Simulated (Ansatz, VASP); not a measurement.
# One calculation of Ta, two programs

File POSCAR:

```
Ta
1.0
   -1.8535924404      1.8535924404      1.3104898553
    1.8535924404     -1.8535924404      1.3104898553
    1.8535924404      1.8535924404     -1.3104898553
Ta
1
Direct
    0.0000000000      0.0000000000      0.0000000000
```

Contents of INCAR.step1:

```
SYSTEM = Ta
PREC = Accurate
ENCUT = 520
ISMEAR = 0
SIGMA = 0.15
LREAL = .False.
LASPH = .True.
NELM = 100
NBANDS = 12
GGA = PE
ALGO = Normal
EDIFF = 1E-4
LWAVE = .True.
LCHARG = .False.
```

The input INCAR.step2:

```
SYSTEM = Ta
PREC = Accurate
ENCUT = 520
EDIFF = 1E-6
ISMEAR = 0
SIGMA = 0.15
LREAL = .False.
LASPH = .True.
NELM = 100
ALGO = Normal
ISIF = 2
LWAVE = .False.
LCHARG = .False.
METAGGA = R2SCAN
LMIXTAU = .True.
NBANDS = 12
ISTART = 1
```

The input KPOINTS:

```
Automatic mesh
0
Gamma
  22 22 22
  0 0 0
```

Input for Ansatz:

```yaml
crystal:
  lattice:
    - [-1.8535924404, 1.8535924404, 1.3104898553]
    - [1.8535924404, -1.8535924404, 1.3104898553]
    - [1.8535924404, 1.8535924404, -1.3104898553]
  atoms:
    - { symbol: Ta, position: [0.0, 0.0, 0.0] }
basis:
  ecutwfc: 500
kpoints:
  mp_grid: { grid: [22, 22, 22] }
hamiltonian:
  xc: r2scan
scf:
  occupations: { method: gaussian, width: 0.15 }
output:
  forces: true
  stress: true
  eigenvalues: true
```

Alike in both runs: task single point; functional r2SCAN; k mesh 22 × 22 × 22; occupations gaussian, width 0.15 eV; no spin polarisation.

|  | VASP | Ansatz |
| --- | --- | --- |
| version | VASP 6.6.1 | Ansatz 0.2.0 |
| potentials or method | VASP PAW PBE potentials, release 64 (Ta_pv), cutoff 520 eV | scalar-relativistic, plane waves, PAW |
| valence electrons in the cell | 11 | 13 |

```tsv
	VASP	Ansatz	Ansatz less VASP
gap on the k mesh at the Fermi level (eV)	none	none	-
pressure (GPa)	9.0	8.3	-0.74
traceless stress, the component that is largest in VASP (GPa)	15.55	15.48	-0.071
```

VASP's potentials were made for PBE, not for r2SCAN. A gap of «none» marks a metal or a gap that the smearing closes. VASP's potentials hold 11 valence electrons a cell and Ansatz's 13, so a difference there can come from the potentials and not from the codes.

Spin-orbit coupling is off throughout.
